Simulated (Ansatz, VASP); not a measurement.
One calculation of Ti2Co, two programs

INCAR

```
PREC = Accurate
ENCUT = 520
EDIFF = 1E-7
ISMEAR = 0
SIGMA = 0.01
LREAL = F
LASPH = T
NELM = 150
ALGO = Normal
ISIF = 2
LWAVE = F
LCHARG = F
ISPIN = 2
MAGMOM = 0 0 0 0 0.59 0.59
LORBIT = 11
LMAXMIX = 4
GGA = PS
NBANDS = 46
```

KPOINTS

```
Automatic mesh
0
Gamma
  5 5 5
```

File POSCAR:

```
Ti2Co
1.0
    0.0000000000      3.3650000000      3.3650000000
    3.3650000000      0.0000000000      3.3650000000
    3.3650000000      3.3650000000      0.0000000000
Ti Co
4 2
Direct
    0.1250000000      0.1250000000      0.1250000000
    0.6250000000      0.1250000000      0.1250000000
    0.1250000000      0.1250000000      0.6250000000
    0.1250000000      0.6250000000      0.1250000000
    0.5000000000      0.5000000000      0.5000000000
    0.7500000000      0.7500000000      0.7500000000
```

Input for Ansatz:

```yaml
crystal:
  lattice:
    - [0.0, 3.365, 3.365]
    - [3.365, 0.0, 3.365]
    - [3.365, 3.365, 0.0]
  atoms:
    - { symbol: Ti, position: [0.125, 0.125, 0.125] }
    - { symbol: Ti, position: [0.625, 0.125, 0.125] }
    - { symbol: Ti, position: [0.125, 0.125, 0.625] }
    - { symbol: Ti, position: [0.125, 0.625, 0.125] }
    - { symbol: Co, position: [0.5, 0.5, 0.5], spin: 0.59 }
    - { symbol: Co, position: [0.75, 0.75, 0.75], spin: 0.59 }
basis:
  ecutwfc: 420
kpoints:
  mp_grid: { grid: [5, 5, 5] }
hamiltonian:
  xc: pbesol
scf:
  occupations: { method: gaussian, width: 0.01 }
output:
  forces: true
  stress: true
  eigenvalues: true
  populations: true
magnetization:
  spin_polarized: true
```

Alike in both runs: task single point; functional PBEsol; k mesh 5 × 5 × 5; occupations gaussian, width 0.01 eV; collinear spin.

|  | VASP | Ansatz |
| --- | --- | --- |
| version | VASP 6.6.1 | Ansatz 0.2.0 |
| potentials or method | VASP PAW PBE potentials, release 64 (Ti_sv, Co), cutoff 520 eV | scalar-relativistic, plane waves, PAW |
| valence electrons in the cell | 66 | 82 |

```tsv
	VASP	Ansatz	Ansatz less VASP
gap on the k mesh at the Fermi level (eV)	none	none	-
pressure (GPa)	16.1	16.0	-0.19
net moment per atom (μB)	0.23	0.19	-0.039
size of the moment on the site where the two differ most (μB)	0.08	0.03	-0.059
```

VASP's potentials were made for PBE, not for PBEsol. Site moments also hang on the region over which each program counts them. A gap of «none» marks a metal or a gap that the smearing closes. VASP's potentials hold 66 valence electrons a cell and Ansatz's 82, so a difference there can come from the potentials and not from the codes.
